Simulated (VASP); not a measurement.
Write the native input for VASP 6.6.1 that does the following.

```
Task                   : single point
Functional             : PBEsol
Potentials or basis    : VASP PAW PBE potentials, release 64 (Lu)
Cutoff                 : 520 eV
k mesh                 : 13 × 13 × 13
Occupations            : fermi-dirac, width 0.1 eV
Spin                   : no spin polarisation
Dipole correction      : no
Further INCAR settings : ALGO = Normal; EDIFF = 1e-06; NBANDS = 18
```

The structure of Lu lies in POSCAR:

```
Lu
1.0
   -1.9373670954      1.9373670954      1.9373670954
    1.9373670954     -1.9373670954      1.9373670954
    1.9373670954      1.9373670954     -1.9373670954
Lu
1
Direct
    0.0000000000      0.0000000000      0.0000000000
```

This cell differs from its parent crystal: volume scaled by 1.04.

One way to write it, as run:

INCAR

```
PREC = Accurate
ENCUT = 520
EDIFF = 1E-6
ISMEAR = -1
SIGMA = 0.1
LREAL = F
LASPH = T
NELM = 100
ALGO = Normal
ISIF = 2
LWAVE = F
LCHARG = F
GGA = PS
NBANDS = 18
```

KPOINTS

```
Automatic mesh
0
Gamma
  13 13 13
```

Potentials or basis: VASP PAW PBE potentials, release 64 (Lu).

Launch:

```sh
$ cat potpaw_PBE.64/Lu/POTCAR > POTCAR
$ mpirun -np 1 vasp_std > vasp.out
```

It gave:

The pressure is -1.6 GPa.

Caveat: the PAW data sets were made with another functional, which shifts forces and pressure a little.

Run time: 41 s on 1 thread of Intel Xeon 6975P-C, with other jobs on the host, peak memory 0.2 GiB.
